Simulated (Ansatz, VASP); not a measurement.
## CsPbCl3 in VASP and in Ansatz

The input INCAR:

```
  PREC = Accurate
  ENCUT = 520
  EDIFF = 1E-6
  ISMEAR = 0
  SIGMA = 0.05
  LREAL = F
  LASPH = T
  NELM = 80
  ALGO = Normal
  ISIF = 2
  LWAVE = F
  LCHARG = T
  GGA = PS
  LELF = T
  LVHAR = T
  NBANDS = 30
```

File KPOINTS:

```
Automatic mesh
0
Gamma
  6 6 6
```

The input POSCAR:

```
CsPbCl3
1.0
    4.0031551156      2.3112226836      3.2955554574
   -4.0031551156      2.3112226836      3.2955554574
    0.0000000000     -4.6224453672      3.2955554574
Cs Pb Cl
1 1 3
Direct
    0.5000000000      0.5000000000      0.5000000000
    0.0000000000      0.0000000000      0.0000000000
    0.5000000000      0.0186003000      0.9813997000
    0.0186003000      0.9813997000      0.5000000000
    0.9813997000      0.5000000000      0.0186003000
```

Input for Ansatz:

```yaml
crystal:
  lattice:
    - [4.0031551156, 2.3112226836, 3.2955554574]
    - [-4.0031551156, 2.3112226836, 3.2955554574]
    - [0.0, -4.6224453672, 3.2955554574]
  atoms:
    - { symbol: Cs, position: [0.5, 0.5, 0.5] }
    - { symbol: Pb, position: [0.0, 0.0, 0.0] }
    - { symbol: Cl, position: [0.5, 0.0186003, 0.9813997] }
    - { symbol: Cl, position: [0.0186003, 0.9813997, 0.5] }
    - { symbol: Cl, position: [0.9813997, 0.5, 0.0186003] }
basis:
  ecutwfc: 420
kpoints:
  mp_grid: { grid: [6, 6, 6] }
hamiltonian:
  xc: pbesol
scf:
  occupations: { method: gaussian, width: 0.05 }
output:
  forces: true
  stress: true
  eigenvalues: true
```

Alike in both runs: task single point; functional PBEsol; k mesh 6 × 6 × 6; occupations gaussian, width 0.05 eV; no spin polarisation.

|  | VASP | Ansatz |
| --- | --- | --- |
| version | VASP 6.6.1 | Ansatz 0.2.0 |
| potentials or method | VASP PAW PBE potentials, release 64 (Cs_sv, Pb_d, Cl), cutoff 520 eV | scalar-relativistic, plane waves, PAW |
| valence electrons in the cell | 44 | 44 |

```tsv
	VASP	Ansatz	Ansatz less VASP
gap on the k mesh at the Fermi level (eV)	2.04	2.04	-0.006
least direct gap on the mesh (eV)	2.04	2.04	-0.006
pressure (GPa)	-0.8	-0.8	+0.04
rms of the force components (eV/Å)	0.007	0.007	-0.0002
```

VASP's potentials were made for PBE, not for PBEsol. Atom by atom the forces differ by 0.000 eV/Å (rms over components).

Neither program's run includes spin-orbit coupling.
